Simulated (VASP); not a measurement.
A run of VASP 6.6.1 is set up as follows.

File INCAR:

```
  PREC = Accurate
  ENCUT = 520
  EDIFF = 1E-6
  ISMEAR = -1
  SIGMA = 0.05
  LREAL = F
  LASPH = T
  NELM = 100
  ALGO = Normal
  ISIF = 2
  LWAVE = F
  LCHARG = F
  GGA = CA
  NBANDS = 29
```

The input KPOINTS:

```
Automatic mesh
0
Gamma
  9 9 9
```

The input POSCAR:

```
Cd3Se
1.0
   -2.0678107247      2.0678107247      6.1671823438
    2.0678107247     -2.0678107247      6.1671823438
    2.0678107247      2.0678107247     -6.1671823438
Cd Se
3 1
Direct
    0.5000000000      0.5000000000      0.0000000000
    0.2500000000      0.7500000000      0.5000000000
    0.7500000000      0.2500000000      0.5000000000
    0.0000000000      0.0000000000      0.0000000000
```

Potentials or basis: VASP PAW LDA potentials, release 64 (Cd, Se).

Command:

```bash
$ cat potpaw_LDA.64/Cd/POTCAR potpaw_LDA.64/Se/POTCAR > POTCAR
$ mpirun -np 1 vasp_std > vasp.out
```

(1) Predict the band gap on the k mesh.

(2) Predict the pressure.

Answers

(1) zero (bands 21 and 22 overlap by 1.56 eV).

(2) -6.3 GPa.

Caveat: the cell stands under tension.
